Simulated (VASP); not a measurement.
The system is ZnO (zincite).

```
CELL_PARAMETERS angstrom
3.18298 0.00000 0.00000
-1.59149 2.75654 0.00000
0.00000 0.00000 5.09944
ATOMIC_POSITIONS crystal
Zn 0.66667 0.33333 0.00000
Zn 0.33333 0.66667 0.50000
O 0.33333 0.66667 0.87901
O 0.66667 0.33333 0.37901
```

This cell differs from its parent crystal: volume scaled by 0.94.

Base run:

```yaml
Program: VASP 6.6.1
Functional: PBEsol
Potentials_or_basis: VASP PAW PBE potentials, release 64 (Zn, O)
Cutoff: 520 eV
k_mesh: 9 × 9 × 5
Occupations: fermi-dirac, width 0.05 eV
Spin: no spin polarisation
```

Its results: band gap on the k mesh 0.77 eV, direct; pressure 9.6 GPa; largest force 0.088 eV/Å.

Q: After a change of settings the same cell gave: band gap on the k mesh 0.77 eV, direct; pressure 6.7 GPa; largest force 0.088 eV/Å. Which change was it?
A. functional from PBEsol to PBE exchange alone; further incar settings from ALGO = Normal; EDIFF = 1e-06; NBANDS = 26 to ALGO = Normal; EDIFF = 1e-07; NBANDS = 26
B. functional from PBEsol to revPBE
C. dispersion from none to D3(BJ)
D. functional from PBEsol to PBE

A: C.

Dispersion adds attraction, which lowers the pressure at fixed volume and, as a term added to the energy, leaves the levels alone.

Caveats: the PAW data sets were made with another functional, which shifts forces and pressure a little.
